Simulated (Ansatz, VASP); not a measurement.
**One calculation of NaCl, two programs**

```
CELL_PARAMETERS angstrom
3.45955 0.00000 0.00000
0.00000 3.45955 0.00000
0.00000 0.00000 3.45955
ATOMIC_POSITIONS crystal
Na 0.00000 0.00000 0.00000
Cl 0.50000 0.50000 0.50000
```

Alike in both runs: task single point; functional LDA; k mesh 8 × 8 × 8; no spin polarisation.

|  | VASP | Ansatz |
| --- | --- | --- |
| version | VASP 6.6.1 | Ansatz 0.2.0 |
| potentials or method | VASP PAW LDA potentials, release 64 (Na_pv, Cl) | plane waves, PAW |
| plane-wave cutoff (eV) | 520 | 420 |
| occupations | gaussian, width 0.01 eV | fixed |
| valence electrons in the cell | 14 | 16 |

Ansatz gave:

| Property | Result |
| --- | --- |
| gap on the k mesh at the Fermi level (eV) | 3.72 |
| pressure (GPa) | -2.3 |

Problem. Which values does VASP return?

Solution. gap on the k mesh at the Fermi level (eV): 3.73; pressure (GPa): -2.3.

LDA's correlation is that of Perdew and Zunger in VASP and of Perdew and Wang (1992) in Ansatz. VASP's potentials hold 14 valence electrons a cell and Ansatz's 16, so a difference there can come from the potentials and not from the codes.
